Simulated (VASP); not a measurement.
Runs of VASP 6.6.1 on Cr. The structure is that of space group P6_3/mmc (No. 194), or close to it. The cells are those of the table. 

```csv
level,potentials or basis,spin,U,fixed moment (μB),cell,k mesh,cutoff (eV),smearing,gap on the mesh (eV),pressure (GPa),moment (μB),largest force (eV/Å)
PBEsol,"VASP PAW PBE potentials, release 64 (Cr_pv)","collinear, ferromagnetic start",-,-,"a = 2.715, b = 2.761, c = 4.410 Å, angles 90.0, 90.0, 121.7°, 2 atoms",10 × 9 × 5,520,fermi-dirac 0.05 eV,none,-33.3,1.14,0.10
PBEsol,"VASP PAW PBE potentials, release 64 (Cr_pv)","collinear, ferromagnetic start",-,7.5,"a = 2.714, b = 2.714, c = 4.410 Å, angles 90.0, 90.0, 120.0°, 2 atoms",9 × 9 × 5,520,fermi-dirac 0.05 eV,-,21.0,7.50,-
PBEsol,"VASP PAW PBE potentials, release 64 (Cr_pv)","collinear, ferromagnetic start",-,3.0,"a = 2.714, b = 2.714, c = 4.410 Å, angles 90.0, 90.0, 120.0°, 2 atoms",9 × 9 × 5,520,fermi-dirac 0.05 eV,-,(b),3.00,-
PBEsol+U,"VASP PAW PBE potentials, release 64 (Cr_sv)","collinear, antiferromagnetic start",Cr d U = 4.0 eV,-,"a = 2.714, b = 2.714, c = 4.410 Å, angles 90.0, 90.0, 120.0°, 2 atoms",11 × 11 × 6,700,tetrahedron,none,21.6,0.00,-
PBE,"VASP PAW PBE potentials, release 64 (Cr_sv)","collinear, ferromagnetic start",-,3.0,"a = 2.714, b = 2.714, c = 4.410 Å, angles 90.0, 90.0, 120.0°, 2 atoms",9 × 9 × 5,700,fermi-dirac 0.05 eV,-,-20.8,3.00,-
PBEsol,"VASP PAW PBE potentials, release 64 (Cr_pv)","collinear, ferromagnetic start",-,-,"a = 2.714, b = 2.702, c = 4.410 Å, angles 90.0, 90.0, 119.6°, 2 atoms",9 × 9 × 5,520,fermi-dirac 0.05 eV,none,-32.3,1.59,0.02
PBEsol,"VASP PAW PBE potentials, release 64 (Cr_pv)","collinear, ferromagnetic start",-,9.0,"a = 2.714, b = 2.714, c = 4.410 Å, angles 90.0, 90.0, 120.0°, 2 atoms",9 × 9 × 5,520,fermi-dirac 0.05 eV,-,(a),9.00,-
PBEsol,"VASP PAW PBE potentials, release 64 (Cr_pv)","collinear, ferromagnetic start",-,-,"a = 2.714, b = 2.714, c = 4.410 Å, angles 90.0, 90.0, 120.0°, 2 atoms",9 × 9 × 5,520,fermi-dirac 0.05 eV,none,-32.3,(c),-
PBEsol,"VASP PAW PBE potentials, release 64 (Cr_pv)","collinear, ferromagnetic start",-,-,"a = 2.714, b = 2.691, c = 4.410 Å, angles 90.0, 90.0, 119.1°, 2 atoms",9 × 9 × 5,520,fermi-dirac 0.05 eV,none,-32.5,1.52,0.04
PBEsol,"VASP PAW PBE potentials, release 64 (Cr_pv)","collinear, ferromagnetic start",-,4.5,"a = 2.714, b = 2.714, c = 4.410 Å, angles 90.0, 90.0, 120.0°, 2 atoms",9 × 9 × 5,520,fermi-dirac 0.05 eV,-,-15.8,4.50,-
PBEsol,"VASP PAW PBE potentials, release 64 (Cr_pv)","collinear, ferromagnetic start",-,-,"a = 2.714, b = 2.726, c = 4.410 Å, angles 90.0, 90.0, 120.4°, 2 atoms",9 × 9 × 5,520,fermi-dirac 0.05 eV,none,-32.3,1.59,0.02
PBEsol,"VASP PAW PBE potentials, release 64 (Cr_pv)","collinear, ferromagnetic start",-,-,"a = 2.714, b = 2.738, c = 4.410 Å, angles 90.0, 90.0, 120.9°, 2 atoms",9 × 9 × 5,520,fermi-dirac 0.05 eV,none,-32.5,1.52,0.04
```

Alike in all rows: task single point.

**Question.** Estimate the missing entries.

**Answer.** (a) 45.4; (b) -26.8; (c) 1.62.

Caveats: the PAW data sets were made with another functional, which shifts forces and pressure a little (at least some runs); an empty level that is flat over the whole mesh can mark a ghost state of the potentials, or a narrow d or f band (at least some runs); the total moment is fixed, so each spin has its own Fermi level and the state may be an excited one (at least some runs); the stress differs along the axes, from -34 to -29 GPa (at least some runs); the cell stands under pressure (at least some runs); the cell stands under tension (at least some runs); the stress differs along the axes, from -36 to -28 GPa (at least some runs).

A gap of «none» marks levels without a gap at the run's occupations.

The runs don't all hold the same shells in valence.
